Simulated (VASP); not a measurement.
# Cu: single point with PBEsol

Crystal: Cu.

```
Cu
1.0
     2.53410   -0.01267    0.00000
    -1.27802    2.20093    0.00000
     0.00000    0.00000    4.11257
Cu
2
Direct
  0.66667 0.33333 0.75000
  0.33333 0.66667 0.25000
```

```yaml
Program: VASP 6.6.1
Task: single point
Functional: PBEsol
Potentials_or_basis: VASP PAW PBE potentials, release 64 (Cu)
Cutoff: 520 eV
k_mesh: 10 × 10 × 6
Occupations: fermi-dirac, width 0.05 eV
Spin: no spin polarisation
```

```json
{
 "Pressure": "-0.6 GPa",
 "Largest force": "0.016 eV/Å",
 "Band gap on the k mesh": "zero (band 11 reaches 10.94 eV, above the bottom of band 12 at 5.82 eV)"
}
```

Forces in eV/Å, atoms in the order of the input:
```
Cu  -0.016  0.000  0.000
Cu   0.016  0.000  0.000
```

Stress tensor (GPa, compression positive):
```
-0.62  0.43  0.00
 0.43 -0.58  0.00
 0.00  0.00 -0.74
```

Levels at points of the mesh, in eV from the Fermi level:
| k point | band 9 | band 10 | band 11 | band 12 | band 13 | band 14 |
| --- | --- | --- | --- | --- | --- | --- |
| (0.00, 0.00, 0.00) | -2.46 | -1.67 | -1.66 | -0.98 | 4.08 | 21.54 |
| (0.50, 0.00, 0.00) | -1.52 | -1.46 | 0.10 | 1.73 | 8.07 | 8.49 |
| (0.00, 0.50, 0.00) | -1.51 | -1.47 | 0.07 | 1.68 | 7.99 | 8.42 |
| (0.50, 0.50, 0.00) | -1.51 | -1.48 | 0.03 | 1.62 | 7.92 | 8.35 |
| (0.00, 0.00, 0.50) | -1.91 | -1.91 | -1.89 | -1.89 | 12.95 | 12.95 |
| (0.50, 0.00, 0.50) | -1.50 | -1.50 | 0.57 | 0.57 | 5.15 | 5.15 |
| (0.00, 0.50, 0.50) | -1.51 | -1.51 | 0.51 | 0.51 | 5.07 | 5.07 |
| (0.50, 0.50, 0.50) | -1.52 | -1.52 | 0.46 | 0.46 | 4.99 | 4.99 |

Wall time 28 s on 1 thread of Intel(R) Xeon(R) 6975P-C (Granite Rapids), on a shared host, peak memory 0.18 GiB.

Caveat: the PAW data sets were made with another functional, which shifts forces and pressure a little.
